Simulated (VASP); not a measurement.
# ZrC (P6_3/mmc) in VASP: a series of runs, part 3 of 4

VASP 6.6.1. Earlier steps stand in the parts before.

### 4 Single point, PBEsol+U

This run uses another cell than the first one, of 13.17 Å³/atom, 0.961 times its volume.

Contents of INCAR:

```
SYSTEM = ZrC
ALGO = Normal
EDIFF = 1E-6
ENCUT = 520
GGA = PS
ISIF = 2
ISMEAR = -1
LASPH = .True.
LCHARG = .True.
LDAU = .True.
LDAUJ = 0 0
LDAUL = 2 -1
LDAUPRINT = 1
LDAUTYPE = 2
LDAUU = 2 0
LELF = .True.
LMAXMIX = 4
LREAL = .False.
LVHAR = .True.
LWAVE = .False.
NBANDS = 24
NELM = 150
PREC = Accurate
SIGMA = 0.05
```

Contents of KPOINTS:

```
k-points
0
Gamma
  9 9 5
  0 0 0
```

Contents of POSCAR:

```
ZrC
1.0
    3.3914762718      0.0000000000      0.0000000000
   -1.6957381359      2.9371046077      0.0000000000
    0.0000000000      0.0000000000      5.2900530000
Zr C
2 2
Direct
    0.6666666667      0.3333333333      0.7500000000
    0.3333333333      0.6666666667      0.2500000000
    0.0000000000      0.0000000000      0.5000000000
    0.0000000000      0.0000000000      0.0000000000
```

Potentials or basis: VASP PAW PBE potentials, release 64 (Zr_sv, C).

Run with:

```console
cat potpaw_PBE.64/Zr_sv/POTCAR potpaw_PBE.64/C/POTCAR > POTCAR
mpirun -np 1 vasp_std > vasp.out
```

OUTCAR:

```text
SYSTEM = ZrC
   EDIFF = 1E-6
   ENCUT = 520
   GGA = PS
   ISIF = 2
   ISMEAR = -1
   LASPH = .True.
   LREAL = .False.
   NELM = 150
   PREC = Accurate

 ion  position               nearest neighbor table
   1  0.667  0.333  0.750-   3 2.36   4 2.36   3 2.36   4 2.36   3 2.36   4 2.36   2 3.29   2 3.29
                             2 3.29   2 3.29   2 3.29   2 3.29
   2  0.333  0.667  0.250-   3 2.36   4 2.36   3 2.36   4 2.36   3 2.36   4 2.36   1 3.29   1 3.29
                             1 3.29   1 3.29   1 3.29   1 3.29
   3  0.000  0.000  0.500-   1 2.36   2 2.36   2 2.36   1 2.36   1 2.36   2 2.36
   4  0.000  0.000  0.000-   1 2.36   2 2.36   2 2.36   1 2.36   1 2.36   2 2.36

  LATTYP: Found a hexagonal cell.
 ALAT       =     3.3914762718
 C/A-ratio  =     1.5598083478

  Lattice vectors:

 A1 = (   3.3914762718,   0.0000000000,   0.0000000000)
 A2 = (  -1.6957381359,   2.9371046077,   0.0000000000)
 A3 = (   0.0000000000,   0.0000000000,   5.2900530000)

Analysis of symmetry for initial positions (statically):
=====================================================================
 Subroutine PRICEL returns:
 Original cell was already a primitive cell.

 Routine SETGRP: Setting up the symmetry group for a
 hexagonal supercell.

 Subroutine GETGRP returns: Found 24 space group operations
 (whereof 12 operations were pure point group operations)
 out of a pool of 24 trial point group operations.

The static configuration has the point symmetry D_3d.
 The point group associated with its full space group is D_6h.

Analysis of symmetry for dynamics (positions and initial velocities):
=====================================================================
 Subroutine PRICEL returns:
 Original cell was already a primitive cell.

 Routine SETGRP: Setting up the symmetry group for a
 hexagonal supercell.

 Subroutine GETGRP returns: Found 24 space group operations
 (whereof 12 operations were pure point group operations)
 out of a pool of 24 trial point group operations.

The dynamic configuration has the point symmetry D_3d.
 The point group associated with its full space group is D_6h.

 Subroutine INISYM returns: Found 24 space group operations
 (whereof 12 operations are pure point group operations),
 and found     1 'primitive' translations

----------------------------------------------------------------------------------------

                                     Primitive cell

  volume of cell :      52.6949

[... 157 lines left out ...]
  o =  0.1212  v =  0.0000  0.0000  0.0000  0.0000  0.0000  0.0000  0.0000 -1.0000  0.0000 -0.0000      0.0000  0.0000  0.0000  0.0000  0.0000  0.0000  0.0000  0.0000  0.0000  0.0000
  o =  0.1527  v =  0.0000  0.0000  0.0000  0.0000  0.0000 -0.2276 -0.0000  0.0000 -0.0000 -0.9738      0.0000  0.0000  0.0000  0.0000  0.0000  0.0000  0.0000  0.0000  0.0000  0.0000
  o =  0.1527  v = -0.2276 -0.0000  0.0000 -0.0000 -0.9738  0.0000  0.0000  0.0000  0.0000  0.0000      0.0000  0.0000  0.0000  0.0000  0.0000  0.0000  0.0000  0.0000  0.0000  0.0000
  o =  0.1527  v =  0.0000  0.0000  0.0000  0.0000  0.0000  0.9738 -0.0000  0.0000 -0.0000 -0.2276      0.0000  0.0000  0.0000  0.0000  0.0000  0.0000  0.0000  0.0000  0.0000  0.0000
  o =  0.1527  v =  0.9738 -0.0000  0.0000 -0.0000 -0.2276  0.0000  0.0000  0.0000  0.0000  0.0000      0.0000  0.0000  0.0000  0.0000  0.0000  0.0000  0.0000  0.0000  0.0000  0.0000
  o =  0.1860  v = -0.0000  1.0000  0.0000 -0.0000 -0.0000  0.0000  0.0000  0.0000  0.0000  0.0000      0.0000  0.0000  0.0000  0.0000  0.0000  0.0000  0.0000  0.0000  0.0000  0.0000
  o =  0.1860  v =  0.0000  0.0000  0.0000  0.0000  0.0000 -0.0000  1.0000  0.0000 -0.0000 -0.0000      0.0000  0.0000  0.0000  0.0000  0.0000  0.0000  0.0000  0.0000  0.0000  0.0000
  o =  0.1860  v =  0.0000  0.0000  0.0000  0.0000  0.0000  0.0000  0.0000 -0.0000  1.0000 -0.0000      0.0000  0.0000  0.0000  0.0000  0.0000  0.0000  0.0000  0.0000  0.0000  0.0000
  o =  0.1860  v =  0.0000  0.0000 -0.0000  1.0000 -0.0000  0.0000  0.0000  0.0000  0.0000  0.0000      0.0000  0.0000  0.0000  0.0000  0.0000  0.0000  0.0000  0.0000  0.0000  0.0000

atom =   2  type =  1  l = 2

 onsite density matrix

spin component  1

  0.1527 -0.0000 -0.0000 -0.0000 -0.0000
 -0.0000  0.1860  0.0000  0.0000 -0.0000
 -0.0000  0.0000  0.1212 -0.0000 -0.0000
 -0.0000  0.0000 -0.0000  0.1860  0.0000
 -0.0000 -0.0000 -0.0000  0.0000  0.1527

spin component  2

  0.1527 -0.0000 -0.0000 -0.0000 -0.0000
 -0.0000  0.1860  0.0000  0.0000 -0.0000
 -0.0000  0.0000  0.1212 -0.0000 -0.0000
 -0.0000  0.0000 -0.0000  0.1860  0.0000
 -0.0000 -0.0000 -0.0000  0.0000  0.1527

 occupancies and eigenvectors

  o =  0.1212  v =  0.0000  0.0000 -1.0000  0.0000 -0.0000  0.0000  0.0000  0.0000  0.0000  0.0000      0.0000  0.0000  0.0000  0.0000  0.0000  0.0000  0.0000  0.0000  0.0000  0.0000
  o =  0.1212  v =  0.0000  0.0000  0.0000  0.0000  0.0000  0.0000  0.0000 -1.0000  0.0000 -0.0000      0.0000  0.0000  0.0000  0.0000  0.0000  0.0000  0.0000  0.0000  0.0000  0.0000
  o =  0.1527  v =  0.0000  0.0000  0.0000  0.0000  0.0000 -0.2427  0.0000  0.0000 -0.0000 -0.9701      0.0000  0.0000  0.0000  0.0000  0.0000  0.0000  0.0000  0.0000  0.0000  0.0000
  o =  0.1527  v = -0.2427  0.0000  0.0000 -0.0000 -0.9701  0.0000  0.0000  0.0000  0.0000  0.0000      0.0000  0.0000  0.0000  0.0000  0.0000  0.0000  0.0000  0.0000  0.0000  0.0000
  o =  0.1527  v =  0.0000  0.0000  0.0000  0.0000  0.0000  0.9701  0.0000  0.0000 -0.0000 -0.2427      0.0000  0.0000  0.0000  0.0000  0.0000  0.0000  0.0000  0.0000  0.0000  0.0000
  o =  0.1527  v =  0.9701  0.0000  0.0000 -0.0000 -0.2427  0.0000  0.0000  0.0000  0.0000  0.0000      0.0000  0.0000  0.0000  0.0000  0.0000  0.0000  0.0000  0.0000  0.0000  0.0000
  o =  0.1860  v =  0.0000  1.0000  0.0000 -0.0000  0.0000  0.0000  0.0000  0.0000  0.0000  0.0000      0.0000  0.0000  0.0000  0.0000  0.0000  0.0000  0.0000  0.0000  0.0000  0.0000
  o =  0.1860  v =  0.0000  0.0000  0.0000  0.0000  0.0000  0.0000  1.0000  0.0000 -0.0000  0.0000      0.0000  0.0000  0.0000  0.0000  0.0000  0.0000  0.0000  0.0000  0.0000  0.0000
  o =  0.1860  v =  0.0000  0.0000  0.0000  0.0000  0.0000  0.0000  0.0000  0.0000  1.0000 -0.0000      0.0000  0.0000  0.0000  0.0000  0.0000  0.0000  0.0000  0.0000  0.0000  0.0000
  o =  0.1860  v =  0.0000  0.0000  0.0000  1.0000 -0.0000  0.0000  0.0000  0.0000  0.0000  0.0000      0.0000  0.0000  0.0000  0.0000  0.0000  0.0000  0.0000  0.0000  0.0000  0.0000

 number of electron      32.0000001 magnetization

 Free energy of the ion-electron system (eV)
  ---------------------------------------------------
  ext. energy  EPLUGINS =         0.00000000
  ---------------------------------------------------
  free energy    TOTEN  =       -37.71870398 eV

  energy without entropy =      -37.71301159  energy(sigma->0) =      -37.71585779

 E-fermi :   9.9262     XC(G=0): -12.2102

 val. band max:        9.8731659994   @ k =   0.2222   0.2222   0.2000
 cond. band min:       9.9906952153   @ k =   0.1111   0.1111   0.2000
 fundamental gap:      0.1175292159
 Fermi energy:         9.9261706871

 k-point     1 :       0.0000    0.0000    0.0000
  band No.  band energies     occupation
      1     -38.8153      2.00000
      2     -38.7023      2.00000
      3     -17.3713      2.00000
      4     -16.6816      2.00000
      5     -16.6816      2.00000
      6     -16.5829      2.00000
[... 637 lines left out ...]
     23      17.2013      0.00000
     24      17.2017      0.00000

 [... further k-points ...]
[... 5 lines left out ...]
  --------------------------------------------------------------------------------------
  -------------------------------------------------------------------------------------
  Total       -0.9933274     -0.9933274     -0.0608197      0.0000000      0.0000000     -0.0000000
  in kB      -30.2019354    -30.2019354     -1.8492111      0.0000000      0.0000000     -0.0000000
  external PRESSURE =     -20.7510273 kB  Pullay stress =       0.0000000 kB

 VOLUME and BASIS-vectors are now :
 -----------------------------------------------------------------------------
  energy-cutoff  :      520.00
  volume of cell :       52.69
      direct lattice vectors                 reciprocal lattice vectors
     3.391476272  0.000000000  0.000000000     0.294856847  0.170235680  0.000000000
    -1.695738136  2.937104608  0.000000000     0.000000000  0.340471360  0.000000000
     0.000000000  0.000000000  5.290053000     0.000000000  0.000000000  0.189034023

 POSITION                                       TOTAL-FORCE (eV/Angst)
 -----------------------------------------------------------------------------------
      1.69574      0.97903      3.96754         0.000000      0.000000      0.000000
     -0.00000      1.95807      1.32251        -0.000000     -0.000000      0.000000
      0.00000      0.00000      2.64503         0.000000     -0.000000      0.000000
      0.00000      0.00000      0.00000         0.000000     -0.000000      0.000000
 -----------------------------------------------------------------------------------
    total drift:                               -0.000000      0.000000     -0.000000

  FREE ENERGIE OF THE ION-ELECTRON SYSTEM (eV)
  ---------------------------------------------------
  free  energy   TOTEN  =       -37.7187039812 eV

  energy  without entropy=      -37.7130115914  energy(sigma->0) =      -37.71585779
```

Run time: 43 s. Hardware: 1 thread of Intel Xeon 6975P-C, shared host; peak memory 0.19 GiB.

Results:

- Free energy: -37.7187 eV
- Pressure: -2.1 GPa
- Band gap on the k mesh: zero (band 16 reaches 10.96 eV, above the bottom of band 17 at 9.87 eV)

Levels at points of the mesh, in eV from the Fermi level:
| k point | band 14 | band 15 | band 16 | band 17 | band 18 | band 19 |
| --- | --- | --- | --- | --- | --- | --- |
| (0.00, 0.00, 0.00) | -1.15 | -1.15 | 1.03 | 1.34 | 1.34 | 1.71 |

Eigenvalues of the final occupation matrices:
```tsv
site	spin	trace	eigenvalues
site 1 d	1	0.80	0.12 0.15 0.15 0.19 0.19
site 1 d	2	0.80	0.12 0.15 0.15 0.19 0.19
site 2 d	1	0.80	0.12 0.15 0.15 0.19 0.19
site 2 d	2	0.80	0.12 0.15 0.15 0.19 0.19
```

Caveat: the PAW data sets were made with another functional, which shifts forces and pressure a little; U without spin polarisation on a metal has little footing; the U is typed as a test and isn't derived for this compound.

### 5 Single point, PBEsol+U

This run uses another cell than the first one, of 13.17 Å³/atom, 0.961 times its volume.

Contents of INCAR:

```
PREC     = Accurate       # precision mode
ENCUT    = 520            # plane-wave cutoff, eV
EDIFF    = 1E-6           # SCF threshold, eV
ISMEAR   = -1             # smearing method
SIGMA    = 0.05           # smearing width, eV
LREAL    = False          # projectors in reciprocal space
LASPH    = True           # aspherical terms in the spheres
NELM     = 150            # most SCF steps
ALGO     = Normal         # electronic algorithm
ISIF     = 2              # what is computed and relaxed
LWAVE    = False          # write WAVECAR
LCHARG   = False          # write CHGCAR
LMAXMIX  = 4              # l up to which the mixer works
LDAU     = True           # DFT+U
LDAUTYPE = 2            
LDAUL    = 2 -1           # shell
LDAUU    = 3 0            # U, eV
LDAUJ    = 0 0          
LDAUPRINT= 1            
GGA      = PS             # functional
NBANDS   = 24             # bands
```

Contents of KPOINTS:

```
Automatic mesh
0
Gamma
  9 9 5
```

POSCAR is that of step 4.

Run with:

```console
cat potpaw_PBE.64/Zr_sv/POTCAR potpaw_PBE.64/C/POTCAR > POTCAR
mpirun -np 1 vasp_std > vasp.out
```

It took 42 s on 1 thread of Intel Xeon 6975P-C, shared host; peak memory 0.19 GiB.

It converged, with:

| Item | Value |
| --- | --- |
| Free energy | -36.3991 eV |
| Pressure | 0.7 GPa |
| Band gap on the k mesh | zero (band 16 reaches 11.16 eV, above the bottom of band 17 at 10.01 eV) |

Stress tensor (GPa, compression positive):
```
-0.44  0.00  0.00
 0.00 -0.44  0.00
 0.00  0.00  2.99
```

Levels at points of the mesh, in eV from the Fermi level:
```
           k point  band 13  band 14  band 15  band 16  band 17  band 18  band 19  band 20
(0.00, 0.00, 0.00)    -2.83    -1.18    -1.18     1.08     1.39     1.39     1.75     1.75
```

Eigenvalues of the final occupation matrices:
```tsv
site	spin	trace	eigenvalues
site 1 d	1	0.77	0.12 0.15 0.15 0.18 0.18
site 1 d	2	0.77	0.12 0.15 0.15 0.18 0.18
site 2 d	1	0.77	0.12 0.15 0.15 0.18 0.18
site 2 d	2	0.77	0.12 0.15 0.15 0.18 0.18
```

Caveat: the PAW data sets were made with another functional, which shifts forces and pressure a little; U without spin polarisation on a metal has little footing; the U is typed as a test and isn't derived for this compound.

(Continued in part 4 of 4.)
